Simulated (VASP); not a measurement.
Write the native input for VASP 6.6.1 that does the following.

```
Task                   : single point
Functional             : PBE
Potentials or basis    : VASP PAW PBE potentials, release 64 (W_sv, C)
Cutoff                 : 520 eV
k mesh                 : 10 × 10 × 6
Occupations            : fermi-dirac, width 0.05 eV
Spin                   : no spin polarisation
Dipole correction      : no
Further INCAR settings : ALGO = Normal; EDIFF = 1e-06; NBANDS = 26
```

The structure of WC (NiAs type) lies in POSCAR:

```
WC
1.0
    2.9170763517      0.0000000000      0.0000000000
   -1.4585381759      2.5262622253      0.0000000000
    0.0000000000      0.0000000000      5.7535838605
W C
2 2
Direct
    0.0000000000      0.0000000000      0.0000000000
    0.0000000000      0.0000000000      0.5000000000
    0.3333333333      0.6666666667      0.2500000000
    0.6666666667      0.3333333333      0.7500000000
```

These files were run (other wordings do the same):

INCAR

```
SYSTEM = WC
ALGO = Normal
EDIFF = 1E-6
ENCUT = 520
GGA = PE
ISIF = 2
ISMEAR = -1
LASPH = .True.
LCHARG = .False.
LREAL = .False.
LWAVE = .False.
NBANDS = 26
NELM = 60
PREC = Accurate
SIGMA = 0.05
```

KPOINTS

```
k-points
0
Gamma
  10 10 6
  0 0 0
```

Potentials or basis: VASP PAW PBE potentials, release 64 (W_sv, C).

Launch:

```sh
$ cat potpaw_PBE.64/W_sv/POTCAR potpaw_PBE.64/C/POTCAR > POTCAR
$ mpirun -np 1 vasp_std > vasp.out
```

It gave:

The pressure is 1.0 GPa and the band gap on the k mesh is zero (band 18 reaches 11.41 eV, above the bottom of band 19 at 10.78 eV).

Caveat: spin-orbit coupling is left out, which moves the levels of the heavy elements.

Run time: 19 s on 1 thread of Intel(R) Xeon(R) 6975P-C (Granite Rapids), on a shared host, peak memory 0.19 GiB.
